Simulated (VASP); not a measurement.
Here is a VASP 6.6.1 calculation.

The input INCAR:

```
PREC = Accurate
ENCUT = 520
EDIFF = 1E-8
ISMEAR = -1
SIGMA = 0.05
LREAL = False
LASPH = True
NELM = 60
ALGO = Normal
ISIF = 2
LWAVE = False
LCHARG = False
GGA = PE
LEFG = True
NBANDS = 21
```

Contents of KPOINTS:

```
regular mesh
0
Gamma
  11 11 11
```

File POSCAR:

```
PbF2
1.0
    0.0000000000      2.9999987340      2.9999987340
    2.9999987340      0.0000000000      2.9999987340
    2.9999987340      2.9999987340      0.0000000000
Pb F
1 2
Direct
    0.0000000000      0.0000000000      0.0000000000
    0.2500000000      0.2500000000      0.2500000000
    0.7500000000      0.7500000000      0.7500000000
```

Potentials or basis: VASP PAW PBE potentials, release 64 (Pb_d, F).

The run is started by

```console
$ cat potpaw_PBE.64/Pb_d/POTCAR potpaw_PBE.64/F/POTCAR > POTCAR
$ mpirun -np 1 vasp_std > vasp.out
```

(1) Predict the pressure.

(2) Predict the band gap on the k mesh.

Answers

(1) -0.2 GPa.

(2) 4.44 eV, indirect (least direct gap 4.60 eV).

Caveat: without QUAD_EFG the Cq values of the log hold for a quadrupole moment of 1 mb, not for the nuclei; spin-orbit coupling is left out, which moves the levels of the heavy elements.
